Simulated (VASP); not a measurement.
The system is Ag.

```xyz
4
Lattice="2.8862 0.0000 0.0000 -1.4431 2.4995 0.0000 0.0000 0.0000 10.0000" Properties=species:S:1:pos:R:3 pbc="T T T"
Ag    0.0000    1.6663    2.5000
Ag    1.4431    0.8332    7.5000
Ag    0.0000    0.0000    0.0000
Ag    0.0000    0.0000    5.0000
```

This isn't the form of Ag at room conditions, which is fcc.

| Quantity | Value |
| --- | --- |
| Program | VASP 6.6.1 |
| Task | relaxation of cell and atoms |
| Functional | r2SCAN |
| Potentials or basis | VASP PAW PBE potentials, release 64 (Ag) |
| Cutoff | 600 eV |
| k mesh | 13 × 13 × 3 |
| Occupations | fermi-dirac, width 0.1 eV |
| Spin | no spin polarisation |

At the start: pressure -3.4 GPa; volume 18.04 Å³/atom.

Task: Where does the relaxation end?

Result: Over 8 steps the energy falls by 15.6 meV/atom and the volume is 17.31 Å³/atom (-4.0 %); space group P6_3/mmc (No. 194, to 0.1 Å) before and after.

Step by step:
```
step  energy change (eV)  largest force (eV/Å)  pressure (GPa)  volume (Å³)
   1              0.0000                0.0000           -3.44        72.14
   2             -0.0461                0.0000            1.88        68.16
   3             -0.0485                0.0000            0.81        68.84
   4             -0.0606                0.0000            0.39        69.01
   5             -0.0621                0.0000            0.24        69.10
   6             -0.0621                0.0000            0.24        69.09
   7             -0.0622                0.0000           -0.18        69.36
   8             -0.0622                0.0000            0.01        69.24
```

Final structure:
```xyz
4
Lattice="2.8915 0.0000 0.0000 -1.4457 2.5041 0.0000 0.0000 0.0000 9.5634" Properties=species:S:1:pos:R:3 pbc="T T T"
Ag    0.0000    1.6694    2.3909
Ag    1.4457    0.8347    7.1726
Ag   -1.4457    2.5041    0.0000
Ag   -1.4457    2.5041    4.7817
```

Caveat: the PAW data sets were made with another functional, which shifts forces and pressure a little.
